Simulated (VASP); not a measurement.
# Ta (P6_3/mmc) in VASP: a series of runs

Runs on Ta. Level: BLYP. Tasks: single point.

All numbers are computed with VASP 6.6.1; they aren't measurements. Logs are shortened: lines on timing, memory, paths and dates and some standing lists are left out, and cuts for length are marked.

## 1. The cell of the first run

It takes space group P6_3/mmc (No. 194, hexagonal). Conventional cell: a = 2.838 Å, b = 2.838 Å, c = 5.108 Å, α = 90.00°, β = 90.00°, γ = 120.00°. Within 3.7 Å of Ta (site symmetry -6m2) lie 12 Ta at 2.84 to 3.03 Å.

## 2. Single point, BLYP (volume scaled by 0.92)

INCAR reads:

```
AGGAC = 1.0
AGGAX = 1.0
ALDAC = 0.0
ALDAX = 1.0
ALGO = Normal
EDIFF = 1E-6
ENCUT = 520
GGA = B5
ISIF = 2
ISMEAR = -1
LASPH = T
LCHARG = F
LREAL = F
LWAVE = F
NBANDS = 18
NELM = 60
PREC = Accurate
SIGMA = 0.1
```

KPOINTS reads:

```
k-points
0
Gamma
  14 14 7
```

POSCAR reads:

```
Ta
1.0
    2.8376261038      0.0000000000      0.0000000000
   -1.4188130519      2.4574562923      0.0000000000
    0.0000000000      0.0000000000      5.1084098612
Ta
2
Direct
    0.3333333333      0.6666666667      0.2500000000
    0.6666666667      0.3333333333      0.7500000000
```

Potentials or basis: VASP PAW PBE potentials, release 64 (Ta_pv).

Launch:

```
$ cat potpaw_PBE.64/Ta_pv/POTCAR > POTCAR
$ mpirun -np 1 vasp_std > vasp.out
```

OUTCAR:

```text
EDIFF = 1E-6
   ENCUT = 520
   GGA = B5
   ISIF = 2
   ISMEAR = -1
   LASPH = T
   LREAL = F
   NELM = 60
   PREC = Accurate

 ion  position               nearest neighbor table
   1  0.333  0.667  0.250-   2 3.03   2 3.03   2 3.03   2 3.03   2 3.03   2 3.03
   2  0.667  0.333  0.750-   1 3.03   1 3.03   1 3.03   1 3.03   1 3.03   1 3.03

  LATTYP: Found a hexagonal cell.
 ALAT       =     2.8376261038
 C/A-ratio  =     1.8002406499

  Lattice vectors:

 A1 = (   2.8376261038,   0.0000000000,   0.0000000000)
 A2 = (  -1.4188130519,   2.4574562923,   0.0000000000)
 A3 = (   0.0000000000,   0.0000000000,   5.1084098612)

Analysis of symmetry for initial positions (statically):
=====================================================================
 Subroutine PRICEL returns:
 Original cell was already a primitive cell.

 Routine SETGRP: Setting up the symmetry group for a
 hexagonal supercell.

 Subroutine GETGRP returns: Found 24 space group operations
 (whereof 12 operations were pure point group operations)
 out of a pool of 24 trial point group operations.

The static configuration has the point symmetry D_3d.
 The point group associated with its full space group is D_6h.

Analysis of symmetry for dynamics (positions and initial velocities):
=====================================================================
 Subroutine PRICEL returns:
 Original cell was already a primitive cell.

 Routine SETGRP: Setting up the symmetry group for a
 hexagonal supercell.

 Subroutine GETGRP returns: Found 24 space group operations
 (whereof 12 operations were pure point group operations)
 out of a pool of 24 trial point group operations.

The dynamic configuration has the point symmetry D_3d.
 The point group associated with its full space group is D_6h.

 Subroutine INISYM returns: Found 24 space group operations
 (whereof 12 operations are pure point group operations),
 and found     1 'primitive' translations

----------------------------------------------------------------------------------------

                                     Primitive cell

  volume of cell :      35.6227

  direct lattice vectors                    reciprocal lattice vectors
     2.837626104  0.000000000  0.000000000     0.352407246  0.203462418  0.000000000
    -1.418813052  2.457456292  0.000000000     0.000000000  0.406924837  0.000000000
     0.000000000  0.000000000  5.108409861     0.000000000  0.000000000  0.195755632

  length of vectors
     2.837626104  2.837626104  5.108409861     0.406924837  0.406924837  0.195755632

  position of ions in fractional coordinates (direct lattice)
     0.333333333  0.666666667  0.250000000
     0.666666667  0.333333333  0.750000000

  ion indices of the primitive-cell ions
   primitive index   ion index
                 1           1
                 2           2

----------------------------------------------------------------------------------------

 KPOINTS: k-points

Automatic generation of k-mesh.
 Grid dimensions read from file:
 generate k-points for:   14   14    7

 Generating k-lattice:

  Cartesian coordinates                     Fractional coordinates (reciprocal lattice)
     0.025171946  0.014533030  0.000000000     0.071428571  0.000000000  0.000000000
     0.000000000  0.029066060  0.000000000     0.000000000  0.071428571  0.000000000
     0.000000000  0.000000000  0.027965090     0.000000000  0.000000000  0.142857143

  Length of vectors
     0.029066060  0.029066060  0.027965090

  Shift w.r.t. Gamma in fractional coordinates (k-lattice)
     0.000000000  0.000000000  0.000000000

 Subroutine IBZKPT returns following result:
 ===========================================

 Found     96 irreducible k-points:

 Following reciprocal coordinates:
            Coordinates               Weight
  0.000000  0.000000  0.000000      1.000000
  0.071429  0.000000  0.000000      6.000000
  0.142857  0.000000  0.000000      6.000000
  0.214286 -0.000000  0.000000      6.000000
  0.285714  0.000000  0.000000      6.000000
  0.357143  0.000000  0.000000      6.000000
[... 16 lines left out ...]
  0.285714  0.285714  0.000000      6.000000
  0.357143  0.285714  0.000000      6.000000
 [... further k-points ...]
   k-points           NKPTS =     96   k-points in BZ     NKDIM =     96   number of bands    NBANDS=     18
   number of dos      NEDOS =    301   number of ions     NIONS =      2
   total plane-waves  NPLWV =  23040
   dimension x,y,z NGX =    24 NGY =   24 NGZ =   40
   dimension x,y,z NGXF=    48 NGYF=   48 NGZF=   80
   ions per type =               2
   NGX,Y,Z   is equivalent  to a cutoff of  14.06, 14.06, 13.02 a.u.
   NGXF,Y,Z  is equivalent  to a cutoff of  28.12, 28.12, 26.03 a.u.
 SYSTEM =  unknown system
   PREC   = accura    normal or accurate (medium, high low for compatibility)
   ISTART =      0    job   : 0-new  1-cont  2-samecut
   ICHARG =      2    charge: 1-file 2-atom 10-const
   ISPIN  =      1    spin polarized calculation?
   LNONCOLLINEAR =      F non collinear calculations
   LSORBIT =      F    spin-orbit coupling
   LASPH  =      T    aspherical Exc in radial PAW
   ENCUT  =  520.0 eV  38.22 Ry    6.18 a.u.   5.28  5.28  9.50*2*pi/ulx,y,z
   NELM   =     60;   NELMIN=  2; NELMDL= -5     # of ELM steps
   EDIFF  = 0.1E-05   stopping-criterion for ELM
   LREAL  =      F    real-space projection
   EDIFFG = 0.1E-04   stopping-criterion for IOM
   NSW    =      0    number of steps for IOM
   IBRION =     -1    ionic relax: 0-MD 1-quasi-New 2-CG
   NFREE  =      0    steps in history (QN), initial steepest desc. (CG)
   ISIF   =      2    stress and relaxation
   ISYM   =      2    0-nonsym 1-usesym 2-fastsym
   POTIM  = 0.5000    time-step for ionic-motion
   TEBEG  =    0.0;   TEEND  =   0.0 temperature during run
   PSTRESS=    0.0 pullay stress
   NELECT =      22.0000    total number of electrons
   NUPDOWN=      -1.0000    fix difference up-down
   EMIN   =  10.00;   EMAX   =-10.00  energy-range for DOS
   EFERMI =   0.00;   METHOD = LEGACY
   ISMEAR =    -1;   SIGMA  =   0.10  broadening in eV -4-tet -1-fermi 0-gaus
   EFERMI_NEDOS =   21; number of points for ismear=-14 and -15
   IALGO  =     38    algorithm
   IMIX   =      4    mixing-type and parameters
     AMIX     =   0.40;   BMIX     =  1.00
     AMIX_MAG =   1.60;   BMIX_MAG =  1.00
  volume/ion in A,a.u.               =      17.81       120.20
  Fermi-wavevector in a.u.,A,eV,Ry     =   1.394141  2.634545 26.444695  1.943630
  Thomas-Fermi vector in A             =   2.517719
   LORBIT       =      0    0 simple, 1 ext, 2 COOP (PROOUT), +10 PAW based schemes
   GGA     = B5    functional components
   LHFCALC =     F    Hartree Fock is set to
   AEXX    =    0.0000 exact exchange contribution
   IVDW    =     0    specifies the selected vdW correction
   LEPSILON=     F    determine dielectric tensor
   LRPA    =     F    only Hartree local field effects (RPA)
 non-spin polarized calculation
  energy-cutoff  :      520.00
  volume of cell :       35.62
 maximum number of plane-waves:       973
 NGX is ok and might be reduce to    24
   NGX = 11   NGY = 11   NGZ = 19

 number of electron      22.0000001 magnetization

 Free energy of the ion-electron system (eV)
  ---------------------------------------------------
  ext. energy  EPLUGINS =         0.00000000
  ---------------------------------------------------
  free energy    TOTEN  =       -19.95573621 eV

  energy without entropy =      -19.87319413  energy(sigma->0) =      -19.91446517

 E-fermi :   6.5597     XC(G=0): -12.0338

 val. band max:        6.5563916791   @ k =   0.1429   0.1429   0.1429
 cond. band min:       6.5637414938   @ k =   0.3571   0.0000   0.0000
 fundamental gap:      0.0073498147
 Fermi energy:         6.5596688875

 k-point     1 :       0.0000    0.0000    0.0000
  band No.  band energies     occupation
      1     -27.8624      2.00000
      2     -26.8932      2.00000
      3     -26.7184      2.00000
      4     -26.7184      2.00000
      5     -26.6251      2.00000
      6     -26.6251      2.00000
[... 10 lines left out ...]
     17      11.9273      0.00000
     18      11.9273      0.00000

 k-point     2 :       0.0714    0.0000    0.0000
  band No.  band energies     occupation
      1     -27.8425      2.00000
      2     -26.8947      2.00000
      3     -26.7854      2.00000
      4     -26.7363      2.00000
      5     -26.6936      2.00000
      6     -26.6373      2.00000
[... 10 lines left out ...]
     17      12.0110      0.00000
     18      12.3994      0.00000

 k-point     3 :       0.1429    0.0000    0.0000
  band No.  band energies     occupation
      1     -27.7853      2.00000
      2     -26.9713      2.00000
      3     -26.9004      2.00000
      4     -26.8809      2.00000
      5     -26.7852      2.00000
      6     -26.6723      2.00000
[... 10 lines left out ...]
     17      12.1687      0.00000
     18      13.4252      0.00000

 k-point     4 :       0.2143   -0.0000    0.0000
  band No.  band energies     occupation
      1     -27.6975      2.00000
      2     -27.2348      2.00000
      3     -27.1402      2.00000
      4     -26.9132      2.00000
      5     -26.8538      2.00000
      6     -26.7236      2.00000
[... 375 lines left out ...]
      4     -27.2734      2.00000
      5     -27.2018      2.00000
      6     -27.0760      2.00000
[... 10 lines left out ...]
     17      15.1251      0.00000
     18      15.4708      0.00000

 k-point    23 :       0.2857    0.2857    0.0000
  band No.  band energies     occupation
      1     -27.7492      2.00000
      2     -27.6612      2.00000
      3     -27.4141      2.00000
      4     -27.3007      2.00000
      5     -27.2609      2.00000
      6     -27.0843      2.00000
[... 10 lines left out ...]
     17      15.1185      0.00000
     18      15.1688      0.00000

 k-point    24 :       0.3571    0.2857    0.0000
  band No.  band energies     occupation
      1     -27.7255      2.00000
      2     -27.6054      2.00000
      3     -27.5127      2.00000
      4     -27.3793      2.00000
      5     -27.2053      2.00000
      6     -27.1279      2.00000
[... 10 lines left out ...]
     17      14.5197      0.00000
     18      14.7007      0.00000

 [... further k-points ...]

------------------------ aborting loop because EDIFF is reached ----------------------------------------

  FORCE on cell =-STRESS in cart. coord.  units (eV):
  Direction    XX          YY          ZZ          XY          YZ          ZX
  --------------------------------------------------------------------------------------
  -------------------------------------------------------------------------------------
  Total        4.3193449      4.3193449      3.6844692      0.0000000      0.0000000      0.0000000
  in kB      194.2682207    194.2682207    165.7138488      0.0000000      0.0000000      0.0000000
  external PRESSURE =     184.7500967 kB  Pullay stress =       0.0000000 kB

 VOLUME and BASIS-vectors are now :
 -----------------------------------------------------------------------------
  energy-cutoff  :      520.00
  volume of cell :       35.62
      direct lattice vectors                 reciprocal lattice vectors
     2.837626104  0.000000000  0.000000000     0.352407246  0.203462418  0.000000000
    -1.418813052  2.457456292  0.000000000     0.000000000  0.406924837  0.000000000
     0.000000000  0.000000000  5.108409861     0.000000000  0.000000000  0.195755632

 POSITION                                       TOTAL-FORCE (eV/Angst)
 -----------------------------------------------------------------------------------
     -0.00000      1.63830      1.27710         0.000000      0.000000      0.000000
      1.41881      0.81915      3.83131        -0.000000     -0.000000      0.000000
 -----------------------------------------------------------------------------------
    total drift:                               -0.000000      0.000000     -0.000000

  FREE ENERGIE OF THE ION-ELECTRON SYSTEM (eV)
  ---------------------------------------------------
  free  energy   TOTEN  =       -19.9557362117 eV

  energy  without entropy=      -19.8731941256  energy(sigma->0) =      -19.91446517
```

It took 28 s on 1 thread of Intel Xeon Platinum 8559C (Emerald Rapids), shared host; peak memory 0.19 GiB.

Results:

- Free energy: -19.9557 eV
- Pressure: 18.5 GPa
- Band gap on the k mesh: zero (band 11 reaches 8.00 eV, above the bottom of band 12 at 5.94 eV)

Levels at points of the mesh, in eV from the Fermi level:
| k point | band 9 | band 10 | band 11 | band 12 | band 13 | band 14 |
| --- | --- | --- | --- | --- | --- | --- |
| (0.00, 0.00, 0.00) | -0.82 | 0.25 | 0.56 | 0.56 | 1.13 | 1.13 |
| (0.50, 0.00, 0.00) | -3.53 | -0.45 | -0.13 | 0.48 | 0.90 | 5.73 |

Caveat: the PAW data sets were made with another functional, which shifts forces and pressure a little; spin-orbit coupling is left out, which moves the levels of the heavy elements.

## 3. Single point, BLYP (volume scaled by 0.96)

INCAR reads:

```
PREC = Accurate ; ENCUT = 520
EDIFF = 1E-6 ; ISMEAR = -1
SIGMA = 0.1 ; LREAL = False
LASPH = True ; NELM = 100
ALGO = Normal ; ISIF = 2
LWAVE = False ; LCHARG = False
GGA = B5 ; ALDAX = 1.0
AGGAX = 1.0 ; AGGAC = 1.0
ALDAC = 0.0 ; NBANDS = 18
```

KPOINTS reads:

```
regular mesh
0
Gamma
  14 14 7
```

POSCAR reads:

```
Ta
1.0
    2.8781690972      0.0000000000      0.0000000000
   -1.4390845486      2.4925675545      0.0000000000
    0.0000000000      0.0000000000      5.1813970059
Ta
2
Direct
    0.3333333333      0.6666666667      0.2500000000
    0.6666666667      0.3333333333      0.7500000000
```

Potentials or basis: VASP PAW PBE potentials, release 64 (Ta_pv).

Launch:

```
$ cat potpaw_PBE.64/Ta_pv/POTCAR > POTCAR
$ mpirun -np 1 vasp_std > vasp.out
```

Wall time 28 s (1 thread of Intel Xeon Platinum 8559C (Emerald Rapids), shared host); peak memory 0.19 GiB.

The run converged. Its results:

| Quantity | Value |
| --- | --- |
| Free energy | -20.0869 eV |
| Pressure | 8.9 GPa |
| Band gap on the k mesh | zero (band 11 reaches 7.51 eV, above the bottom of band 12 at 5.59 eV) |

Stress tensor (GPa, compression positive):
```
9.50 0.00 0.00
0.00 9.50 0.00
0.00 0.00 7.81
```

Levels at points of the mesh, in eV from the Fermi level:
```
           k point  band 7  band 8  band 9  band 10  band 11  band 12  band 13  band 14  band 15  band 16
(0.00, 0.00, 0.00)   -8.02   -4.90   -0.75     0.13     0.57     0.57     1.10     1.10     3.01     3.01
(0.50, 0.00, 0.00)   -4.01   -3.87   -3.32    -0.41    -0.21     0.45     0.90     5.43     6.49     6.77
```

Caveat: the PAW data sets were made with another functional, which shifts forces and pressure a little; spin-orbit coupling is left out, which moves the levels of the heavy elements.

(Continued in part 2 of 2.)
